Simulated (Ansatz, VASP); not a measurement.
Ga2Ge2O3 in VASP and in Ansatz

```
Ga Ge O
1.0
     3.30000    0.00000    0.00000
    -1.65000    2.85788    0.00000
     0.00000    0.00000   10.60000
Ga Ge O
2 2 3
Direct
  0.33333 0.66667 0.10500
  0.66667 0.33333 0.89500
  0.66667 0.33333 0.40500
  0.33333 0.66667 0.59500
  0.66667 0.33333 0.19000
  0.33333 0.66667 0.81000
  0.00000 0.00000 0.00000
```

Alike in both runs: task relaxation of cell and atoms; functional PBE; k mesh 4 × 4 × 1; occupations gaussian, width 0.15 eV; no spin polarisation.

|  | VASP | Ansatz |
| --- | --- | --- |
| version | VASP 6.6.1 | Ansatz 0.2.0 |
| potentials or method | VASP PAW PBE potentials, release 64 (Ga_d, Ge_d, O), cutoff 600 eV | scalar-relativistic, plane waves, PAW |
| valence electrons in the cell | 72 | 72 |

Ansatz gave:

```
relaxed volume (Å³/atom)                                     : 15.16
relaxed cell length with the largest relative difference (Å) : 13.141
```

Question: What did VASP give for the same quantities?

Answer: Relaxed volume (Å³/atom): 14.78; relaxed cell length with the largest relative difference (Å): 12.787.

The k mesh is coarse, so the values compare programs but aren't converged.
